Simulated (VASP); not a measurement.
# BN (P6_3/mmc) in VASP: a series of runs

Runs on BN. Level: PBE+D3(BJ). Tasks: single point.

Everything below comes from runs of VASP 6.6.1. Logs are shortened: lines on timing, memory, paths and dates and some standing lists are left out, and cuts for length are marked.

## 1. The cell of the first run

The structure is hexagonal, space group P6_3/mmc (No. 194). Conventional cell: a = 2.607 Å, b = 2.607 Å, c = 6.617 Å, α = 90.00°, β = 90.00°, γ = 120.00°. Within 2.0 Å of B (site symmetry -6m2) lie 3 N at 1.50 Å. N (site symmetry -6m2) has 3 B at 1.50 Å within 2.0 Å.

## 2. Single point, PBE+D3(BJ) (strain +0.040 along x and y, +0.000 along z)

The input, INCAR:

```
PREC = Accurate
ENCUT = 520
EDIFF = 1E-7
ISMEAR = 0
SIGMA = 0.05
LREAL = False
LASPH = True
NELM = 80
ALGO = Normal
ISIF = 2
LWAVE = False
LCHARG = False
GGA = PE
IVDW = 12
NBANDS = 16
```

The input, KPOINTS:

```
regular mesh
0
Gamma
  12 12 4
```

The input, POSCAR:

```
BN
1.0
    2.6066956301      0.0000000000      0.0000000000
   -1.3033478151      2.2574646356      0.0000000000
    0.0000000000      0.0000000000      6.6168468515
B N
2 2
Direct
    0.3333333333      0.6666666667      0.2500000000
    0.6666666667      0.3333333333      0.7500000000
    0.3333333333      0.6666666667      0.7500000000
    0.6666666667      0.3333333333      0.2500000000
```

Potentials or basis: VASP PAW PBE potentials, release 64 (B, N).

Launch:

```sh
> cat potpaw_PBE.64/B/POTCAR potpaw_PBE.64/N/POTCAR > POTCAR
> mpirun -np 1 vasp_std > vasp.out
```

OUTCAR:

```text
PREC = Accurate
   ENCUT = 520
   EDIFF = 1E-7
   ISMEAR = 0
   LREAL = False
   LASPH = True
   NELM = 80
   ISIF = 2
   GGA = PE
   IVDW = 12
 IVDW          = 12

 ion  position               nearest neighbor table
   1  0.333  0.667  0.250-   4 1.50   4 1.50   4 1.50
   2  0.667  0.333  0.750-   3 1.50   3 1.50   3 1.50
   3  0.333  0.667  0.750-   2 1.50   2 1.50   2 1.50
   4  0.667  0.333  0.250-   1 1.50   1 1.50   1 1.50

  LATTYP: Found a hexagonal cell.
 ALAT       =     2.6066956301
 C/A-ratio  =     2.5384040910

  Lattice vectors:

 A1 = (   2.6066956301,   0.0000000000,   0.0000000000)
 A2 = (  -1.3033478151,   2.2574646356,   0.0000000000)
 A3 = (   0.0000000000,   0.0000000000,   6.6168468515)

Analysis of symmetry for initial positions (statically):
=====================================================================
 Subroutine PRICEL returns:
 Original cell was already a primitive cell.

 Routine SETGRP: Setting up the symmetry group for a
 hexagonal supercell.

 Subroutine GETGRP returns: Found 24 space group operations
 (whereof 12 operations were pure point group operations)
 out of a pool of 24 trial point group operations.

The static configuration has the point symmetry D_3d.
 The point group associated with its full space group is D_6h.

Analysis of symmetry for dynamics (positions and initial velocities):
=====================================================================
 Subroutine PRICEL returns:
 Original cell was already a primitive cell.

 Routine SETGRP: Setting up the symmetry group for a
 hexagonal supercell.

 Subroutine GETGRP returns: Found 24 space group operations
 (whereof 12 operations were pure point group operations)
 out of a pool of 24 trial point group operations.

The dynamic configuration has the point symmetry D_3d.
 The point group associated with its full space group is D_6h.

 Subroutine INISYM returns: Found 24 space group operations
 (whereof 12 operations are pure point group operations),
 and found     1 'primitive' translations

----------------------------------------------------------------------------------------

                                     Primitive cell

  volume of cell :      38.9370

  direct lattice vectors                    reciprocal lattice vectors
     2.606695630  0.000000000  0.000000000     0.383627451  0.221487412  0.000000000
    -1.303347815  2.257464636  0.000000000     0.000000000  0.442974824  0.000000000
     0.000000000  0.000000000  6.616846852     0.000000000  0.000000000  0.151129386

[... 92 lines left out ...]
   NFREE  =      0    steps in history (QN), initial steepest desc. (CG)
   ISIF   =      2    stress and relaxation
   ISYM   =      2    0-nonsym 1-usesym 2-fastsym
   POTIM  = 0.5000    time-step for ionic-motion
   TEBEG  =    0.0;   TEEND  =   0.0 temperature during run
   PSTRESS=    0.0 pullay stress
   NELECT =      16.0000    total number of electrons
   NUPDOWN=      -1.0000    fix difference up-down
   EMIN   =  10.00;   EMAX   =-10.00  energy-range for DOS
   EFERMI =   0.00;   METHOD = LEGACY
   ISMEAR =     0;   SIGMA  =   0.05  broadening in eV -4-tet -1-fermi 0-gaus
   EFERMI_NEDOS =   21; number of points for ismear=-14 and -15
   IALGO  =     38    algorithm
   IMIX   =      4    mixing-type and parameters
     AMIX     =   0.40;   BMIX     =  1.00
     AMIX_MAG =   1.60;   BMIX_MAG =  1.00
  volume/ion in A,a.u.               =       9.73        65.69
  Fermi-wavevector in a.u.,A,eV,Ry     =   1.217103  2.299991 20.154854  1.481340
  Thomas-Fermi vector in A             =   2.352435
   LORBIT       =      0    0 simple, 1 ext, 2 COOP (PROOUT), +10 PAW based schemes
   GGA     = PE    functional components
   LHFCALC =     F    Hartree Fock is set to
   AEXX    =    0.0000 exact exchange contribution
   IVDW    =    12    specifies the selected vdW correction
   LEPSILON=     F    determine dielectric tensor
   LRPA    =     F    only Hartree local field effects (RPA)
 non-spin polarized calculation
 Gauss-broadening in eV      SIGMA  =   0.05
  energy-cutoff  :      520.00
  volume of cell :       38.94
 maximum number of plane-waves:      1068
 NGX is ok and might be reduce to    20
   NGX =  9   NGY =  9   NGZ = 25

 number of electron      15.9999998 magnetization

 Free energy of the ion-electron system (eV)
  ---------------------------------------------------
  ext. energy  EPLUGINS =         0.00000000
  ---------------------------------------------------
  free energy    TOTEN  =       -34.85030467 eV

  energy without entropy =      -34.85030467  energy(sigma->0) =      -34.85030467

 E-fermi :   2.0655     XC(G=0):  -9.8458

 val. band max:        1.8355700408   @ k =   0.3333   0.2500   0.0000
 cond. band min:       5.8708142273   @ k =   0.5000  -0.0000   0.0000
 fundamental gap:      4.0352441865
 Fermi energy:         2.0654926245

 k-point     1 :       0.0000    0.0000    0.0000
  band No.  band energies     occupation
      1     -15.3063      2.00000
      2     -14.9923      2.00000
      3      -3.8628      2.00000
      4      -1.6226      2.00000
      5       0.3486      2.00000
      6       0.3486      2.00000
[... 433 lines left out ...]
      3      -4.8340      2.00000
      4      -4.7658      2.00000
      5      -1.6518      2.00000
      6      -1.5977      2.00000
[... 8 lines left out ...]
     15      17.4205      0.00000
     16      18.5795      0.00000

 [... further k-points ...]

------------------------ aborting loop because EDIFF is reached ----------------------------------------

 Edisp (eV)   -0.52303

 E8    (eV) :    -0.1533

  FORCE on cell =-STRESS in cart. coord.  units (eV):
  Direction    XX          YY          ZZ          XY          YZ          ZX
  --------------------------------------------------------------------------------------
  -------------------------------------------------------------------------------------
  Total      -8.60725    -8.60725    -0.01356     0.00000    -0.00000     0.00000
  in kB    -354.17079  -354.17079    -0.55792     0.00000    -0.00000     0.00000
  external pressure =     -236.30 kB  Pullay stress =        0.00 kB

 VOLUME and BASIS-vectors are now :
 -----------------------------------------------------------------------------
  energy-cutoff  :      520.00
  volume of cell :       38.94
      direct lattice vectors                 reciprocal lattice vectors
     2.606695630  0.000000000  0.000000000     0.383627451  0.221487412  0.000000000
    -1.303347815  2.257464636  0.000000000     0.000000000  0.442974824  0.000000000
     0.000000000  0.000000000  6.616846852     0.000000000  0.000000000  0.151129386

 POSITION                                       TOTAL-FORCE (eV/Angst)
 -----------------------------------------------------------------------------------
     -0.00000      1.50498      1.65421         0.000000      0.000000      0.000000
      1.30335      0.75249      4.96264        -0.000000     -0.000000      0.000000
     -0.00000      1.50498      4.96264         0.000000      0.000000      0.000000
      1.30335      0.75249      1.65421         0.000000      0.000000      0.000000
 -----------------------------------------------------------------------------------
    total drift:                               -0.000000      0.000000      0.000000

  FREE ENERGIE OF THE ION-ELECTRON SYSTEM (eV)
  ---------------------------------------------------
  free  energy   TOTEN  =       -35.3733337347 eV

  energy  without entropy=      -35.3733337347  energy(sigma->0) =      -35.37333373
```

OSZICAR:

```text
N       E                     dE             d eps       ncg     rms          rms(c)
DAV:   1     0.496248592539E+02    0.49625E+02   -0.78917E+03  1824   0.921E+02
DAV:   2    -0.340492908217E+02   -0.83674E+02   -0.75494E+02  2640   0.211E+02
DAV:   3    -0.376708634952E+02   -0.36216E+01   -0.36031E+01  2280   0.433E+01
DAV:   4    -0.376944080521E+02   -0.23545E-01   -0.23540E-01  2432   0.396E+00
DAV:   5    -0.376946210582E+02   -0.21301E-03   -0.21300E-03  2240   0.360E-01    0.103E+01
DAV:   6    -0.350639092818E+02    0.26307E+01   -0.48376E+00  2336   0.168E+01    0.448E+00
DAV:   7    -0.349102125220E+02    0.15370E+00   -0.40694E-01  2408   0.481E+00    0.293E+00
DAV:   8    -0.348548370892E+02    0.55375E-01   -0.20297E-01  2400   0.291E+00    0.481E-01
DAV:   9    -0.348493645231E+02    0.54726E-02   -0.13370E-02  2136   0.950E-01    0.162E-01
DAV:  10    -0.348502007501E+02   -0.83623E-03   -0.14947E-03  2144   0.282E-01    0.360E-02
DAV:  11    -0.348502979469E+02   -0.97197E-04   -0.99393E-05  2256   0.804E-02    0.216E-02
DAV:  12    -0.348503042799E+02   -0.63330E-05   -0.24226E-05  2056   0.356E-02    0.291E-03
DAV:  13    -0.348503045645E+02   -0.28455E-06   -0.69122E-07  2488   0.622E-03    0.871E-04
DAV:  14    -0.348503046745E+02   -0.11006E-06   -0.15355E-07  1880   0.254E-03    0.293E-04
DAV:  15    -0.348503046748E+02   -0.21646E-09   -0.31585E-09  1352   0.419E-04
   1 F= -.35373334E+02 E0= -.35373334E+02  d E =-.385375E-12
```

stdout:

```text
POSCAR found type information on POSCAR B N
 POSCAR found :  2 types and       4 ions
 scaLAPACK will be used
 LDA part: xc-table for (Slater+PW92), standard interpolation
 POSCAR, INCAR and KPOINTS ok, starting setup
 FFT: planning ... GRIDC
 FFT: planning ... GRID_SOFT
 FFT: planning ... GRID
 WAVECAR not read
 entering main loop
```

Wall time 17 s (1 thread of Intel Xeon 6975P-C (Granite Rapids), shared host); peak memory 0.17 GiB.

Results:

* Free energy: -35.3733 eV
* Pressure: -23.6 GPa
* Band gap on the k mesh: 4.04 eV, indirect (least direct gap 4.33 eV)
* Dispersion energy per atom: -0.131 eV

Caveat: the cell differs from its parent crystal (strain +0.040 along x and y, +0.000 along z). A k mesh can miss the band edges.

## 3. Single point, PBE+D3(BJ) (strain +0.080 along x and y, -0.040 along z)

The input, INCAR:

```
ALGO = Normal ; EDIFF = 1E-7
ENCUT = 520 ; GGA = PE
ISIF = 2 ; ISMEAR = 0
IVDW = 12 ; LASPH = T
LCHARG = T ; LELF = T
LREAL = F ; LVHAR = T
LWAVE = F ; NBANDS = 16
NELM = 80 ; PREC = Accurate
SIGMA = 0.05
```

The input, KPOINTS:

```
k-points
0
Gamma
  12 12 4
```

The input, POSCAR:

```
BN
1.0
    2.7069531544      0.0000000000      0.0000000000
   -1.3534765772      2.3442901985      0.0000000000
    0.0000000000      0.0000000000      6.3521729774
B N
2 2
Direct
    0.3333333333      0.6666666667      0.2500000000
    0.6666666667      0.3333333333      0.7500000000
    0.3333333333      0.6666666667      0.7500000000
    0.6666666667      0.3333333333      0.2500000000
```

Potentials or basis: VASP PAW PBE potentials, release 64 (B, N).

Launch:

```sh
> cat potpaw_PBE.64/B/POTCAR potpaw_PBE.64/N/POTCAR > POTCAR
> mpirun -np 1 vasp_std > vasp.out
```

Wall time 16 s (1 thread of Intel Xeon 6975P-C (Granite Rapids), shared host); peak memory 0.17 GiB.

Results (log left out):

- Free energy: -34.4564 eV
- Pressure: -40.4 GPa
- Band gap on the k mesh: 3.76 eV, indirect (least direct gap 3.96 eV)
- Dispersion energy per atom: -0.127 eV

Stress tensor (GPa, compression positive):
```
-61.02   0.00   0.00
  0.00 -61.02   0.00
  0.00   0.00   0.92
```

Levels at points of the mesh, in eV from the valence-band top:
```
           k point  band 6  band 7  band 8  band 9  band 10  band 11
(0.00, 0.00, 0.00)   -1.63   -1.55   -1.55    5.00     8.40     9.40
(0.50, 0.00, 0.00)   -3.76   -1.53   -0.20    3.76     5.25     7.40
(0.00, 0.00, 0.50)   -1.59   -1.59   -1.59    6.96     6.96     9.68
(0.50, 0.00, 0.50)   -3.83   -0.80   -0.80    4.16     4.16     7.56
```

Caveat: the cell differs from its parent crystal (strain +0.080 along x and y, -0.040 along z).

## 4. Single point, PBE+D3(BJ) (strain +0.040 along x and y, +0.040 along z)

The input, INCAR:

```
ALGO = Normal
EDIFF = 1E-6
ENCUT = 520
GGA = PE
ISIF = 2
ISMEAR = 0
IVDW = 12
LASPH = True
LCHARG = False
LREAL = False
LWAVE = False
NBANDS = 16
NELM = 80
PREC = Accurate
SIGMA = 0.05
```

KPOINTS is that of step 3.

The input, POSCAR:

```
BN
1.0
    2.6066956301      0.0000000000      0.0000000000
   -1.3033478151      2.2574646356      0.0000000000
    0.0000000000      0.0000000000      6.8815207256
B N
2 2
Direct
    0.3333333333      0.6666666667      0.2500000000
    0.6666666667      0.3333333333      0.7500000000
    0.3333333333      0.6666666667      0.7500000000
    0.6666666667      0.3333333333      0.2500000000
```

Potentials or basis: VASP PAW PBE potentials, release 64 (B, N).

Launch:

```sh
> cat potpaw_PBE.64/B/POTCAR potpaw_PBE.64/N/POTCAR > POTCAR
> mpirun -np 1 vasp_std > vasp.out
```

OUTCAR:

```text
EDIFF = 1E-6
   ENCUT = 520
   GGA = PE
   ISIF = 2
   ISMEAR = 0
   IVDW = 12
   LASPH = True
   LREAL = False
   NELM = 80
   PREC = Accurate
 IVDW          = 12

 ion  position               nearest neighbor table
   1  0.333  0.667  0.250-   4 1.50   4 1.50   4 1.50
   2  0.667  0.333  0.750-   3 1.50   3 1.50   3 1.50
   3  0.333  0.667  0.750-   2 1.50   2 1.50   2 1.50
   4  0.667  0.333  0.250-   1 1.50   1 1.50   1 1.50

  LATTYP: Found a hexagonal cell.
[... 658 lines left out ...]

 E8    (eV) :    -0.1454

  FORCE on cell =-STRESS in cart. coord.  units (eV):
  Direction    XX          YY          ZZ          XY          YZ          ZX
  --------------------------------------------------------------------------------------
  -------------------------------------------------------------------------------------
  Total      -8.60156    -8.60156    -0.20950     0.00000     0.00000     0.00000
  in kB    -340.32344  -340.32344    -8.28887     0.00000     0.00000     0.00000
  external pressure =     -229.65 kB  Pullay stress =        0.00 kB

 VOLUME and BASIS-vectors are now :
 -----------------------------------------------------------------------------
  energy-cutoff  :      520.00
  volume of cell :       40.49
      direct lattice vectors                 reciprocal lattice vectors
     2.606695630  0.000000000  0.000000000     0.383627451  0.221487412  0.000000000
    -1.303347815  2.257464636  0.000000000     0.000000000  0.442974824  0.000000000
     0.000000000  0.000000000  6.881520726     0.000000000  0.000000000  0.145316717

 POSITION                                       TOTAL-FORCE (eV/Angst)
 -----------------------------------------------------------------------------------
     -0.00000      1.50498      1.72038        -0.000000      0.000000      0.000000
      1.30335      0.75249      5.16114         0.000000     -0.000000      0.000000
     -0.00000      1.50498      5.16114         0.000000     -0.000000      0.000000
      1.30335      0.75249      1.72038         0.000000     -0.000000      0.000000
 -----------------------------------------------------------------------------------
    total drift:                               -0.000000      0.000000      0.000000

  FREE ENERGIE OF THE ION-ELECTRON SYSTEM (eV)
  ---------------------------------------------------
  free  energy   TOTEN  =       -35.3699709449 eV

  energy  without entropy=      -35.3699709449  energy(sigma->0) =      -35.36997094
```

Wall time 14 s (1 thread of Intel Xeon 6975P-C (Granite Rapids), shared host); peak memory 0.18 GiB.

What came out:

```
Free energy                : -35.3700 eV
Pressure                   : -23.0 GPa
Band gap on the k mesh     : 4.11 eV, indirect (least direct gap 4.34 eV)
Dispersion energy per atom : -0.125 eV
```

Caveat: the cell differs from its parent crystal (strain +0.040 along x and y, +0.040 along z). A k mesh can miss the band edges.

## 5. Single point, PBE+D3(BJ) (strain +0.080 along x and y, +0.000 along z)

The input, INCAR:

```
PREC = Accurate
ENCUT = 520
EDIFF = 1E-7
ISMEAR = 0
SIGMA = 0.05
LREAL = False
LASPH = True
NELM = 80
ALGO = Normal
ISIF = 2
LWAVE = False
LCHARG = False
GGA = PE
IVDW = 12
NBANDS = 16
```

The input, KPOINTS:

```
regular mesh
0
Gamma
  12 12 4
```

The input, POSCAR:

```
BN
1.0
    2.7069531544      0.0000000000      0.0000000000
   -1.3534765772      2.3442901985      0.0000000000
    0.0000000000      0.0000000000      6.6168468515
B N
2 2
Direct
    0.3333333333      0.6666666667      0.2500000000
    0.6666666667      0.3333333333      0.7500000000
    0.3333333333      0.6666666667      0.7500000000
    0.6666666667      0.3333333333      0.2500000000
```

Launch:

```sh
> cat potpaw_PBE.64/B/POTCAR potpaw_PBE.64/N/POTCAR > POTCAR
> mpirun -np 1 vasp_std > vasp.out
```

It took 14 s on 1 thread of Intel Xeon 6975P-C (Granite Rapids), shared host; peak memory 0.17 GiB.

The run converged. Its results:

- Free energy: -34.4614 eV
- Pressure: -39.2 GPa
- Band gap on the k mesh: 3.81 eV, indirect (least direct gap 4.04 eV)
- Dispersion energy per atom: -0.121 eV

Stress tensor (GPa, compression positive):
```
-58.71   0.00   0.00
  0.00 -58.71   0.00
  0.00   0.00  -0.12
```

Levels at points of the mesh, in eV from the valence-band top:
| k point | band 5 | band 6 | band 7 | band 8 | band 9 | band 10 | band 11 | band 12 |
| --- | --- | --- | --- | --- | --- | --- | --- | --- |
| (0.00, 0.00, 0.00) | -1.60 | -1.60 | -1.54 | -1.54 | 4.83 | 8.36 | 9.16 | 9.63 |
| (0.50, 0.00, 0.00) | -3.85 | -3.76 | -1.36 | -0.25 | 3.81 | 5.07 | 7.38 | 7.51 |
| (0.00, 0.00, 0.50) | -1.57 | -1.57 | -1.57 | -1.57 | 6.70 | 6.70 | 9.71 | 9.71 |
| (0.50, 0.00, 0.50) | -3.81 | -3.81 | -0.77 | -0.77 | 4.19 | 4.19 | 7.56 | 7.56 |

Caveat: the cell differs from its parent crystal (strain +0.080 along x and y, +0.000 along z). A k mesh can miss the band edges.

## 6. The runs side by side

| cell | gap on the mesh (eV) | pressure (GPa) |
| --- | --- | --- |
| a = 2.607, b = 2.607, c = 6.617 Å, angles 90.0, 90.0, 120.0°, 4 atoms | 4.04 | -23.6 |
| a = 2.707, b = 2.707, c = 6.352 Å, angles 90.0, 90.0, 120.0°, 4 atoms | 3.76 | -40.4 |
| a = 2.607, b = 2.607, c = 6.882 Å, angles 90.0, 90.0, 120.0°, 4 atoms | 4.11 | -23.0 |
| a = 2.707, b = 2.707, c = 6.617 Å, angles 90.0, 90.0, 120.0°, 4 atoms | 3.81 | -39.2 |

Alike in all rows: task single point; level PBE+D3(BJ); potentials or basis VASP PAW PBE potentials, release 64 (B, N); no spin polarisation; k mesh 12 × 12 × 4; cutoff (eV) 520; smearing gaussian 0.05 eV.

Total energies depend on the potentials used, so only differences within one code and one set of settings carry meaning.
